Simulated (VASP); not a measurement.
# YNbSe3 (Pm-3m) in VASP: notebook, part 3 of 3

VASP 6.6.1.

### Step 5. Relaxation of cell and atoms, PBE, collinear spin

This run uses another cell than the first one, of 26.22 Å³/atom.

INCAR reads:

```
PREC = Accurate
ENCUT = 600
EDIFF = 1E-6
ISMEAR = 0
SIGMA = 0.1
LREAL = F
LASPH = T
NELM = 150
ALGO = Normal
ISIF = 3
LWAVE = F
LCHARG = F
ISPIN = 2
MAGMOM = 0.01 3.16 -0.28 -0.28 -0.28
LORBIT = 11
LMAXMIX = 4
GGA = PE
IBRION = 2
NSW = 90
EDIFFG = -0.04
```

KPOINTS reads:

```
Automatic mesh
0
Gamma
  4 4 4
```

POSCAR reads:

```
YNbSe3
1.0
    5.0799223800      0.0000000000      0.0000000000
    0.0000000000      5.0799223800      0.0000000000
    0.0000000000      0.0000000000      5.0799223800
Y Nb Se
1 1 3
Direct
    0.0000000000      0.0000000000      0.0000000000
    0.5000000000      0.5000000000      0.5000000000
    0.5000000000      0.0000000000      0.0000000000
    0.0000000000      0.5000000000      0.0000000000
    0.0000000000      0.0000000000      0.5000000000
```

Potentials or basis: VASP PAW PBE potentials, release 64 (Y_sv, Nb_sv, Se).

On the command line:

```bash
cat potpaw_PBE.64/Y_sv/POTCAR potpaw_PBE.64/Nb_sv/POTCAR potpaw_PBE.64/Se/POTCAR > POTCAR
mpirun -np 1 vasp_std > vasp.out
```

OUTCAR:

```text
PREC = Accurate
   ENCUT = 600
   EDIFF = 1E-6
   ISMEAR = 0
   LREAL = F
   LASPH = T
   NELM = 150
   ISIF = 3
   ISPIN = 2
   LORBIT = 11
   GGA = PE
   IBRION = 2
   NSW = 90
   EDIFFG = -0.04

 ion  position               nearest neighbor table
   1  0.000  0.000  0.000-   3 2.54   4 2.54   5 2.54   5 2.54   4 2.54   3 2.54
   2  0.500  0.500  0.500-
   3  0.500  0.000  0.000-   1 2.54   1 2.54
   4  0.000  0.500  0.000-   1 2.54   1 2.54
   5  0.000  0.000  0.500-   1 2.54   1 2.54

  LATTYP: Found a simple cubic cell.
 ALAT       =     5.0799223800

  Lattice vectors:

 A1 = (   5.0799223800,   0.0000000000,   0.0000000000)
 A2 = (   0.0000000000,   5.0799223800,   0.0000000000)
 A3 = (   0.0000000000,   0.0000000000,   5.0799223800)

Analysis of symmetry for initial positions (statically):
=====================================================================
 Subroutine PRICEL returns:
 Original cell was already a primitive cell.

 Routine SETGRP: Setting up the symmetry group for a
 simple cubic supercell.

 Subroutine GETGRP returns: Found 48 space group operations
 (whereof 48 operations were pure point group operations)
 out of a pool of 48 trial point group operations.

The static configuration has the point symmetry O_h .

Analysis of symmetry for dynamics (positions and initial velocities):
=====================================================================
 Subroutine PRICEL returns:
 Original cell was already a primitive cell.

 Routine SETGRP: Setting up the symmetry group for a
 simple cubic supercell.

 Subroutine GETGRP returns: Found 48 space group operations
 (whereof 48 operations were pure point group operations)
 out of a pool of 48 trial point group operations.

The dynamic configuration has the point symmetry O_h .

Analysis of structural, dynamic, and magnetic symmetry:
=====================================================================
 Subroutine PRICEL returns:
 Original cell was already a primitive cell.

 Routine SETGRP: Setting up the symmetry group for a
 simple cubic supercell.

 Subroutine GETGRP returns: Found 48 space group operations
 (whereof 48 operations were pure point group operations)
 out of a pool of 48 trial point group operations.

The overall configuration has the point symmetry O_h .

 Subroutine INISYM returns: Found 48 space group operations
 (whereof 48 operations are pure point group operations),
 and found     1 'primitive' translations

----------------------------------------------------------------------------------------

                                     Primitive cell

  volume of cell :     131.0905

  direct lattice vectors                    reciprocal lattice vectors
     5.079922380  0.000000000  0.000000000     0.196853402  0.000000000  0.000000000
     0.000000000  5.079922380  0.000000000     0.000000000  0.196853402  0.000000000
     0.000000000  0.000000000  5.079922380     0.000000000  0.000000000  0.196853402

  length of vectors
[... 61 lines left out ...]
   NGX,Y,Z   is equivalent  to a cutoff of  13.74, 13.74, 13.74 a.u.
   NGXF,Y,Z  is equivalent  to a cutoff of  27.49, 27.49, 27.49 a.u.
 SYSTEM =  unknown system
   PREC   = accura    normal or accurate (medium, high low for compatibility)
   ISTART =      0    job   : 0-new  1-cont  2-samecut
   ICHARG =      2    charge: 1-file 2-atom 10-const
   ISPIN  =      2    spin polarized calculation?
   LNONCOLLINEAR =      F non collinear calculations
   LSORBIT =      F    spin-orbit coupling
   LASPH  =      T    aspherical Exc in radial PAW
   ENCUT  =  600.0 eV  44.10 Ry    6.64 a.u.  10.15 10.15 10.15*2*pi/ulx,y,z
   NELM   =    150;   NELMIN=  2; NELMDL= -5     # of ELM steps
   EDIFF  = 0.1E-05   stopping-criterion for ELM
   LREAL  =      F    real-space projection
   EDIFFG = -.4E-01   stopping-criterion for IOM
   NSW    =     90    number of steps for IOM
   IBRION =      2    ionic relax: 0-MD 1-quasi-New 2-CG
   NFREE  =      1    steps in history (QN), initial steepest desc. (CG)
   ISIF   =      3    stress and relaxation
   ISYM   =      2    0-nonsym 1-usesym 2-fastsym
   POTIM  = 0.5000    time-step for ionic-motion
   TEBEG  =    0.0;   TEEND  =   0.0 temperature during run
   PSTRESS=    0.0 pullay stress
   NELECT =      42.0000    total number of electrons
   NUPDOWN=      -1.0000    fix difference up-down
   EMIN   =  10.00;   EMAX   =-10.00  energy-range for DOS
   EFERMI =   0.00;   METHOD = LEGACY
   ISMEAR =     0;   SIGMA  =   0.10  broadening in eV -4-tet -1-fermi 0-gaus
   EFERMI_NEDOS =   21; number of points for ismear=-14 and -15
   IALGO  =     38    algorithm
   IMIX   =      4    mixing-type and parameters
     AMIX     =   0.40;   BMIX     =  1.00
     AMIX_MAG =   1.60;   BMIX_MAG =  1.00
  volume/ion in A,a.u.               =      26.22       176.93
  Fermi-wavevector in a.u.,A,eV,Ry     =   1.120214  2.116897 17.073659  1.254879
  Thomas-Fermi vector in A             =   2.256858
   LORBIT       =     11    0 simple, 1 ext, 2 COOP (PROOUT), +10 PAW based schemes
   GGA     = PE    functional components
   LHFCALC =     F    Hartree Fock is set to
   AEXX    =    0.0000 exact exchange contribution
   IVDW    =     0    specifies the selected vdW correction
   LEPSILON=     F    determine dielectric tensor
   LRPA    =     F    only Hartree local field effects (RPA)
 conjugate gradient relaxation of ions
 spin polarized calculation
 Gauss-broadening in eV      SIGMA  =   0.10
  energy-cutoff  :      600.00
  volume of cell :      131.09
 maximum number of plane-waves:      4416
 NGX is ok and might be reduce to    42
   NGX = 21   NGY = 21   NGZ = 21

--------------------------------------- Ionic step        1  -------------------------------------------

 number of electron      42.0000001 magnetization       2.1910062

 Free energy of the ion-electron system (eV)
  ---------------------------------------------------
  ext. energy  EPLUGINS =         0.00000000
  ---------------------------------------------------
  free energy    TOTEN  =       -26.08357346 eV

  energy without entropy =      -26.06801816  energy(sigma->0) =      -26.07579581

------------------------ aborting loop because EDIFF is reached ----------------------------------------

  FORCE on cell =-STRESS in cart. coord.  units (eV):
  Direction    XX          YY          ZZ          XY          YZ          ZX
  --------------------------------------------------------------------------------------
  -------------------------------------------------------------------------------------
  Total        7.9023015      7.9023015      7.9023015     -0.0000000     -0.0000000      0.0000000
  in kB       96.5812785     96.5812785     96.5812785     -0.0000000     -0.0000000      0.0000000
  external PRESSURE =      96.5812785 kB  Pullay stress =       0.0000000 kB
[... 65 lines left out ...]
--------------------------------------- Ionic step        3  -------------------------------------------

 number of electron      41.9999997 magnetization       2.1382722

 Free energy of the ion-electron system (eV)
  ---------------------------------------------------
  ext. energy  EPLUGINS =         0.00000000
  ---------------------------------------------------
  free energy    TOTEN  =       -26.64775902 eV

  energy without entropy =      -26.62776558  energy(sigma->0) =      -26.63776230

 E-fermi :   2.5370     XC(G=0):  -8.8911

 val. band max:        2.5143057089   @ k =   0.0000   0.0000   0.0000
 cond. band min:       2.5370616331   @ k =   0.5000   0.2500   0.0000
 fundamental gap:      0.0227559243
 Fermi energy:         2.5369868205

 spin component 1

 k-point     1 :       0.0000    0.0000    0.0000
  band No.  band energies     occupation
      1     -53.7070      1.00000
      2     -38.8837      1.00000
      3     -29.8462      1.00000
      4     -29.8462      1.00000
      5     -29.8462      1.00000
      6     -19.0458      1.00000
[... 279 lines left out ...]
     25       2.9860      0.00000
     26       2.9860      0.00000
 Fermi energy:         2.5369868205

 spin component 2

 k-point     1 :       0.0000    0.0000    0.0000
  band No.  band energies     occupation
      1     -52.0808      1.00000
      2     -38.8749      1.00000
      3     -27.9857      1.00000
      4     -27.9857      1.00000
      5     -27.9857      1.00000
      6     -19.0355      1.00000
[... 311 lines left out ...]
  FREE ENERGIE OF THE ION-ELECTRON SYSTEM (eV)
  ---------------------------------------------------
  free  energy   TOTEN  =       -26.6477590243 eV

  energy  without entropy=      -26.6277655838  energy(sigma->0) =      -26.63776230

 reached required accuracy - stopping structural energy minimisation

 total charge

# of ion       s       p       d       f       tot
--------------------------------------------------
    1        2.213   6.554   1.115   0.098   9.980
    2        2.054   5.882   2.512   0.000  10.448
    3        1.470   2.356   0.013   0.000   3.839
    4        1.470   2.356   0.013   0.000   3.839
    5        1.470   2.356   0.013   0.000   3.839
--------------------------------------------------
tot          8.679  19.504   3.665   0.098  31.945

 magnetization (x)

# of ion       s       p       d       f       tot
--------------------------------------------------
    1        0.003   0.004   0.015  -0.006   0.017
    2        0.034   0.014   2.298   0.000   2.346
    3       -0.003  -0.243   0.002   0.000  -0.245
    4       -0.003  -0.243   0.002   0.000  -0.245
    5       -0.003  -0.243   0.002   0.000  -0.245
--------------------------------------------------
tot          0.029  -0.713   2.317  -0.006   1.629
```

OSZICAR:

```text
N       E                     dE             d eps       ncg     rms          rms(c)
DAV:   1     0.342721784783E+03    0.34272E+03   -0.21861E+04  1040   0.164E+03
DAV:   2     0.135348249432E+01   -0.34137E+03   -0.33560E+03  1384   0.433E+02
[... 45 lines left out ...]
DAV:   8    -0.266474924852E+02   -0.52404E-03   -0.32625E-03  1698   0.248E-01    0.175E-01
DAV:   9    -0.266475973318E+02   -0.10485E-03   -0.53265E-04  1578   0.989E-02    0.775E-02
DAV:  10    -0.266477325842E+02   -0.13525E-03   -0.20015E-04  1810   0.960E-02    0.750E-02
DAV:  11    -0.266477572839E+02   -0.24700E-04   -0.80878E-05  1810   0.407E-02    0.290E-02
DAV:  12    -0.266477587151E+02   -0.14312E-05   -0.35279E-06  1294   0.107E-02    0.113E-02
DAV:  13    -0.266477590243E+02   -0.30917E-06   -0.46170E-07   700   0.529E-03
   3 F= -.26647759E+02 E0= -.26637762E+02  d E =-.564186E+00  mag=     2.1382
```

CONTCAR:

```text
YNbSe3
   1.00000000000000
     5.3414109133474330   -0.0000000000000000    0.0000000000000000
    -0.0000000000000000    5.3414109133474330   -0.0000000000000000
    -0.0000000000000000   -0.0000000000000000    5.3414109133474330
  Y               Nb              Se
     1     1     3
Direct
     0.0000000000000000    0.0000000000000000    0.0000000000000000
     0.5000000000000000    0.5000000000000000    0.5000000000000000
     0.5000000000000000    0.0000000000000000    0.0000000000000000
     0.0000000000000000    0.5000000000000000    0.0000000000000000
     0.0000000000000000    0.0000000000000000    0.5000000000000000

  0.00000000E+00  0.00000000E+00  0.00000000E+00
  0.00000000E+00  0.00000000E+00  0.00000000E+00
  0.00000000E+00  0.00000000E+00  0.00000000E+00
  0.00000000E+00  0.00000000E+00  0.00000000E+00
  0.00000000E+00  0.00000000E+00  0.00000000E+00
```

It took 3.4 min on 1 thread of AMD EPYC 9R45 (Zen 5), shared host; peak memory 0.35 GiB.

What came out:

* Free energy: -26.6478 eV
* Relaxed volume: 30.48 Å³/atom
* Relaxed cell: a = 5.341 Å, b = 5.341 Å, c = 5.341 Å, α = 90.00°, β = 90.00°, γ = 90.00°
* Space group after relaxing (to 0.1 Å): Pm-3m (No. 221)
* Energy gained by relaxing: 112.8 meV/atom
* Ionic steps: 3
* Pressure after relaxing: 0.0 GPa
* Net moment: 2.14 μB per cell
* Site moments: Y +0.02; Nb +2.35; Se -0.24 μB
* Valence electrons inside the program's atomic spheres: Y 9.98; Nb 10.45; Se 3.84

The path:
```csv
step,energy change (eV),largest force (eV/Å),pressure (GPa),volume (Å³)
1,0.0000,0.0000,9.66,131.09
2,-0.4658,0.0000,-2.71,163.42
3,-0.5642,0.0000,0.04,152.39
```

Final structure:
```cif
data_structure
_symmetry_space_group_name_H-M 'P 1'
_symmetry_Int_Tables_number 1
_cell_length_a 5.3414
_cell_length_b 5.3414
_cell_length_c 5.3414
_cell_angle_alpha 90.000
_cell_angle_beta 90.000
_cell_angle_gamma 90.000
_cell_volume 152.39
loop_
_atom_site_label
_atom_site_type_symbol
_atom_site_fract_x
_atom_site_fract_y
_atom_site_fract_z
_atom_site_occupancy
Y1 Y 0.00000 0.00000 0.00000 1
Nb1 Nb 0.50000 0.50000 0.50000 1
Se1 Se 0.50000 0.00000 0.00000 1
Se2 Se 0.00000 0.50000 0.00000 1
Se3 Se 0.00000 0.00000 0.50000 1
```

Levels at points of the mesh, in eV from the Fermi level:
Spin up:
```
           k point  band 18  band 19  band 20  band 21  band 22  band 23  band 24  band 25  band 26
(0.00, 0.00, 0.00)    -0.66    -0.66    -0.48    -0.48    -0.48    -0.16    -0.02    -0.02    -0.02
(0.50, 0.00, 0.00)    -1.82    -0.51    -0.51    -0.41    -0.41     0.50     0.66     0.66     2.50
(0.50, 0.50, 0.00)    -1.63    -1.23    -0.61    -0.39    -0.26     0.41     0.41     0.80     1.90
(0.50, 0.50, 0.50)    -0.37    -0.37    -0.37    -0.35    -0.35     0.02     0.45     0.45     0.45
```
Spin down:
| k point | band 18 | band 19 | band 20 | band 21 | band 22 | band 23 |
| --- | --- | --- | --- | --- | --- | --- |
| (0.00, 0.00, 0.00) | -0.23 | -0.23 | -0.23 | 1.07 | 1.23 | 1.23 |
| (0.50, 0.00, 0.00) | -1.64 | -0.50 | -0.50 | 1.52 | 1.83 | 2.19 |
| (0.50, 0.50, 0.00) | -1.85 | -1.37 | -0.10 | 1.68 | 1.79 | 2.14 |
| (0.50, 0.50, 0.50) | 0.04 | 0.04 | 0.04 | 1.34 | 1.53 | 1.53 |

Caveat: the volume moved by over 15 % at a fixed basis, so the end points are rough; the highest band is partly filled, so the run has too few bands.

### Step 6. Summary

```csv
task,cell,k mesh,cutoff (eV),gap on the mesh (eV),pressure (GPa),moment (μB)
single point,"a = 5.345 Å, 5 atoms",8 × 8 × 8,520,none,0.0,2.06
single point,"a = 5.080 Å, 5 atoms",4 × 4 × 4,520,none,9.7,2.19
single point,"a = 5.340 Å, 5 atoms",4 × 4 × 4,520,none,0.1,2.14
relaxation of cell and atoms,"relaxed from a = 5.080 Å, 5 atoms",4 × 4 × 4,600,-,0.0,2.14
```

Alike in all rows: level PBE; potentials or basis VASP PAW PBE potentials, release 64 (Y_sv, Nb_sv, Se); spin collinear; smearing gaussian 0.1 eV.

Caveats: the cell stands under pressure (at least some runs); the volume moved by over 15 % at a fixed basis, so the end points are rough (at least some runs); the highest band is partly filled, so the run has too few bands (at least some runs).

Absolute energies hang on the potentials; compare differences alone.

The gap in the log of VASP goes by the Fermi energy; the results here count the filled bands.